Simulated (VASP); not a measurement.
Input of a VASP 6.6.1 run:

POSCAR

```
Pt
1.0
    2.6919747748      0.0000000000      0.0000000000
   -1.3459873874      2.3313185413      0.0000000000
    0.0000000000      0.0000000000      4.6223926652
Pt
2
Direct
    0.6666666667      0.3333333333      0.7500000000
    0.3333333333      0.6666666667      0.2500000000
```

File INCAR.step1:

```
SYSTEM = Pt
PREC = Accurate
ENCUT = 520
ISMEAR = 0
SIGMA = 0.15
LREAL = .False.
LASPH = .True.
NELM = 60
NBANDS = 17
GGA = PE
ALGO = Normal
EDIFF = 1E-4
LWAVE = .True.
LCHARG = .False.
```

File INCAR.step2:

```
SYSTEM = Pt
PREC = Accurate
ENCUT = 520
EDIFF = 1E-6
ISMEAR = 0
SIGMA = 0.15
LREAL = .False.
LASPH = .True.
NELM = 60
ALGO = Normal
ISIF = 2
LWAVE = .False.
LCHARG = .False.
METAGGA = R2SCAN
LMIXTAU = .True.
NBANDS = 17
ISTART = 1
```

Contents of KPOINTS:

```
regular mesh
0
Gamma
  24 24 12
  0 0 0
```

Potentials or basis: VASP PAW PBE potentials, release 64 (Pt).

Command:

```sh
$ cat potpaw_PBE.64/Pt/POTCAR > POTCAR
$ cp INCAR.step1 INCAR
$ mpirun -np 1 vasp_std > vasp.out
$ cp INCAR.step2 INCAR
$ mpirun -np 1 vasp_std > vasp.out
```

(1) What does it give for the band gap on the k mesh?

(2) Predict the pressure.

Results:

(1) zero (bands 10 and 11 overlap by 1.57 eV).

(2) 19.7 GPa.

Caveat: the cell differs from its parent crystal (strain -0.015 along x and y, -0.030 along z); the cell stands under pressure; the PAW data sets were made with another functional, which shifts forces and pressure a little; spin-orbit coupling is left out, which moves the levels of the heavy elements.
